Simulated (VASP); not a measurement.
Li: single point with PBE

Li, in a box:

```
Li
1.0
     9.00000    0.00000    0.00000
     0.00000    9.30000    0.00000
     0.00000    0.00000    9.60000
Li
1
Cartesian
  4.4961 4.6807 4.8320
```

```json
{
  "Program": "VASP 6.6.1",
  "Task": "single point",
  "Functional": "PBE",
  "Potentials or basis": "VASP PAW PBE potentials, release 64 (Li_sv)",
  "Cutoff": "650 eV",
  "k mesh": "1 × 1 × 1",
  "Occupations": "fermi-dirac, width 0.48 eV",
  "Spin": "collinear spin, ferromagnetic start",
  "Starting moments": "[1.0] μB",
  "Dipole correction": "no",
  "Further INCAR settings": "ALGO = Normal; EDIFF = 1e-06; NBANDS = 12"
}
```

- Gap between the frontier levels: 49.15 eV
- Net moment: 0.00 μB per cell
- Valence electrons inside the program's atomic spheres: Li 2.03

Levels at points of the mesh, in eV from the valence-band top:
Spin up:
```tsv
k point	band 1	band 2	band 3	band 4
(0.00, 0.00, 0.00)	0.00	49.15	51.07	51.10
```
Spin down:
```tsv
k point	band 1	band 2	band 3	band 4	band 5	band 6
(0.00, 0.00, 0.00)	0.00	49.15	51.07	51.10	51.13	51.72
```

Run time: 8.2 min on 1 thread of Intel Xeon 8259CL, with other jobs on the host, peak memory 1.3 GiB.
